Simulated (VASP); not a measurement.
Set up this calculation in VASP 6.6.1, as the native input.

```
Task                   : single point
Functional             : PBEsol
Potentials or basis    : VASP PAW PBE potentials, release 64 (N)
Cutoff                 : 520 eV
k mesh                 : 4 × 4 × 4
Occupations            : fermi-dirac, width 0.02 eV
Spin                   : no spin polarisation
Dipole correction      : no
Further INCAR settings : ALGO = Normal; EDIFF = 1e-06; NBANDS = 18
```

The structure of N lies in POSCAR:

```
N
1.0
    5.7233374722      0.0000000000      0.0000000000
    0.0000000000      5.7233374722      0.0000000000
    0.0000000000      0.0000000000      5.7233374722
N
4
Direct
    0.0300000000      0.0300000000      0.0300000000
    0.4700000000      0.9700000000      0.5300000000
    0.5300000000      0.4700000000      0.9700000000
    0.9700000000      0.5300000000      0.4700000000
```

These files were run (other wordings do the same):

INCAR

```
SYSTEM = N
PREC = Accurate ; ENCUT = 520
EDIFF = 1E-6 ; ISMEAR = -1
SIGMA = 0.02 ; LREAL = .FALSE.
LASPH = .TRUE. ; NELM = 80
ALGO = Normal ; ISIF = 2
LWAVE = .FALSE. ; LCHARG = .FALSE.
GGA = PS ; NBANDS = 18
```

KPOINTS

```
regular mesh
0
G
  4 4 4
  0 0 0
```

Potentials or basis: VASP PAW PBE potentials, release 64 (N).

Command:

```bash
$ cat potpaw_PBE.64/N/POTCAR > POTCAR
$ mpirun -np 1 vasp_std > vasp.out
```

Results of the run:

```yaml
Pressure: -3.8 GPa
Largest_force: 0.366 eV/Å
Band_gap_on_the_k_mesh: zero (bands 10 and 11 overlap by 0.14 eV)
```

Caveat: the cell stands under tension; the PAW data sets were made with another functional, which shifts forces and pressure a little.

Wall time 57 s on 1 thread of Intel Xeon 8259CL, with other jobs on the host, peak memory 0.31 GiB.
